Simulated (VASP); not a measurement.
A run of VASP 6.6.1:

INCAR

```
SYSTEM = TiB2
PREC = Accurate
ENCUT = 520
EDIFF = 1E-6
ISMEAR = 0
SIGMA = 0.1
LREAL = .False.
LASPH = .True.
NELM = 60
ALGO = Normal
ISIF = 2
LWAVE = .False.
LCHARG = .False.
GGA = PS
NBANDS = 16
```

The input KPOINTS:

```
Automatic mesh
0
Gamma
  18 18 14
  0 0 0
```

Contents of POSCAR:

```
TiB2
1.0
    2.9630680250      0.0000000000      0.0000000000
   -1.4815340125      2.5660921828      0.0000000000
    0.0000000000      0.0000000000      3.1050836518
Ti B
1 2
Direct
    0.0000000000      0.0000000000      0.0000000000
    0.3333333333      0.6666666667      0.5000000000
    0.6666666667      0.3333333333      0.5000000000
```

Potentials or basis: VASP PAW PBE potentials, release 64 (Ti_sv, B).

Run with:

```console
$ cat potpaw_PBE.64/Ti_sv/POTCAR potpaw_PBE.64/B/POTCAR > POTCAR
$ mpirun -np 1 vasp_std > vasp.out
```

Hardware: 1 thread of Intel Xeon 8259CL, with other jobs on the host.

**Question.** Estimate the wall time of this run.

**Answer.** Run time: 76 s on 1 thread of Intel Xeon 8259CL, on a shared host, peak memory 0.23 GiB. Counts: scf iterations 13, k points 296.
